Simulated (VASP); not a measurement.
InSb (km): single point with PBEsol

InSb (km):

```
In Sb
1.0
     0.00000    3.25982    3.25982
     3.25982    0.00000    3.25982
     3.25982    3.25982    0.00000
In Sb
1 1
Direct
  0.00000 0.00000 0.00000
  0.75000 0.75000 0.75000
```

```yaml
Program: VASP 6.6.1
Task: single point
Functional: PBEsol
Potentials_or_basis: VASP PAW PBE potentials, release 64 (In_d, Sb)
Cutoff: 500 eV
k_mesh: 4 × 4 × 4
Occupations: gaussian, width 0.1 eV
Spin: no spin polarisation
Dipole_correction: no
Further_INCAR_settings: ALGO = Normal; EDIFF = 1e-06; NBANDS = 16
```

The pressure is 0.5 GPa and the band gap on the k mesh is zero (filled and empty bands touch).

Levels at points of the mesh, in eV from the Fermi level:
| k point | band 5 | band 6 | band 7 | band 8 | band 9 | band 10 | band 11 | band 12 | band 13 | band 14 |
| --- | --- | --- | --- | --- | --- | --- | --- | --- | --- | --- |
| (0.00, 0.00, 0.00) | -14.48 | -10.66 | -0.41 | -0.03 | -0.03 | -0.03 | 2.88 | 2.88 | 2.88 | 5.51 |
| (0.50, 0.00, 0.00) | -14.48 | -9.33 | -5.62 | -1.02 | -1.02 | 0.39 | 3.72 | 3.72 | 5.92 | 8.04 |
| (0.50, 0.50, 0.00) | -14.47 | -8.73 | -5.92 | -2.26 | -2.26 | 1.23 | 1.24 | 7.97 | 7.97 | 8.56 |

Wall time 13 s on 1 thread of Intel Xeon 6975P-C, with other jobs on the host, peak memory 0.2 GiB.

Caveat: the k points lie up to 0.42 Å⁻¹ apart; the PAW data sets were made with another functional, which shifts forces and pressure a little; spin-orbit coupling is left out, which moves the levels of the heavy elements.
